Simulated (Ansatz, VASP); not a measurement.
## MgO in VASP and in Ansatz

INCAR

```
SYSTEM = MgO
PREC = Accurate
ENCUT = 520
EDIFF = 1E-6
ISMEAR = -1
SIGMA = 0.02
LREAL = .FALSE.
LASPH = .TRUE.
NELM = 80
ALGO = Normal
ISIF = 2
LWAVE = .FALSE.
LCHARG = .FALSE.
NBANDS = 21
```

Contents of KPOINTS:

```
Automatic mesh
0
G
  10 10 1
  0 0 0
```

POSCAR

```
MgO
1.0
    2.9410256062      0.0000000000      0.0000000000
    0.0000000000      2.9410256062      0.0000000000
    0.0000000000      0.0000000000     20.1592000000
Mg O
3 3
Direct
    0.2500000000      0.2500000000      0.3977374705
    0.7500000000      0.7500000000      0.5000000009
    0.2500000000      0.2500000000      0.6022625296
    0.7500000000      0.7500000000      0.3958008403
    0.2500000000      0.2500000000      0.4999999986
    0.7500000000      0.7500000000      0.6041991602
```

Input for Ansatz:

```yaml
crystal:
  lattice:
    - [2.9410256062, 0.0, 0.0]
    - [0.0, 2.9410256062, 0.0]
    - [0.0, 0.0, 20.1592]
  atoms:
    - { symbol: Mg, position: [0.25, 0.25, 0.3977374705] }
    - { symbol: O, position: [0.75, 0.75, 0.3958008403] }
    - { symbol: Mg, position: [0.75, 0.75, 0.5000000009] }
    - { symbol: O, position: [0.25, 0.25, 0.4999999986] }
    - { symbol: Mg, position: [0.25, 0.25, 0.6022625296] }
    - { symbol: O, position: [0.75, 0.75, 0.6041991602] }
kpoints:
  mp_grid: { grid: [10, 10, 1] }
scf:
  occupations: { method: fermi_dirac, width: 0.02 }
hamiltonian:
  xc: lda
  pseudopotentials: { kind: paw }
output:
  forces: true
  stress: true
  eigenvalues: true
  core_levels:
    shells: { Mg: ["1s"] }
    counted_from: conduction_bottom
    add_spin: false
```

Alike in both runs: task single point; functional LDA; k mesh 10 × 10 × 1; occupations fermi-dirac, width 0.02 eV; no spin polarisation.

|  | VASP | Ansatz |
| --- | --- | --- |
| version | VASP 6.6.1 | Ansatz 0.2.0 |
| potentials or method | VASP PAW LDA potentials, release 64 (Mg, O) | PAW with Ansatz's default frozen-core files, scalar-relativistic |
| plane-wave cutoff (eV) | 520 | 420 |
| valence electrons in the cell | 24 | 48 |

Ansatz gave:

| Item | Value |
| --- | --- |
| gap on the k mesh at the Fermi level (eV) | 3.64 |
| rms of the force components (eV/Å) | 0.001 |

Task: Which values does VASP return?

Result: gap on the k mesh at the Fermi level (eV): 3.63; rms of the force components (eV/Å): 0.016.

LDA's correlation is that of Perdew and Zunger in VASP and of Perdew and Wang (1992) in Ansatz. VASP's potentials hold 24 valence electrons a cell and Ansatz's 48, so a difference there can come from the potentials and not from the codes.
